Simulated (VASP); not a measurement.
Hf, 2 atoms in the cell. The structure is hexagonal, space group P6_3/mmc (No. 194). The conventional cell has a = 3.259 Å, b = 3.259 Å, c = 5.157 Å, α = 90.00°, β = 90.00°, γ = 120.00°. Hf (site symmetry -6m2) has 12 Hf at 3.19 to 3.26 Å within 4.2 Å. 

- Program: VASP 6.6.1
- Task: single point
- Functional: LDA
- Potentials or basis: VASP PAW LDA potentials, release 64 (Hf_pv)
- Cutoff: 520 eV
- k mesh: 10 × 10 × 5
- Occupations: fermi-dirac, width 0.05 eV
- Spin: no spin polarisation
- Dipole correction: no
- Further INCAR settings: ALGO = Normal; EDIFF = 1e-06; NBANDS = 17

Potentials or basis: VASP PAW LDA potentials, release 64 (Hf_pv).

Run with:

```bash
$ cat potpaw_LDA.64/Hf_pv/POTCAR > POTCAR
$ mpirun -np 1 vasp_std > vasp.out
```

Hardware: 1 thread of AMD EPYC 7R43 64-Core Processor (Zen 3), with other jobs on the host.

**Question.** How long does it take, and how much memory?

**Answer.** Wall time 27 s on 1 thread of AMD EPYC 7R43 64-Core Processor (Zen 3), with other jobs on the host, peak memory 0.12 GiB. Counts: scf iterations 12, k points 42.
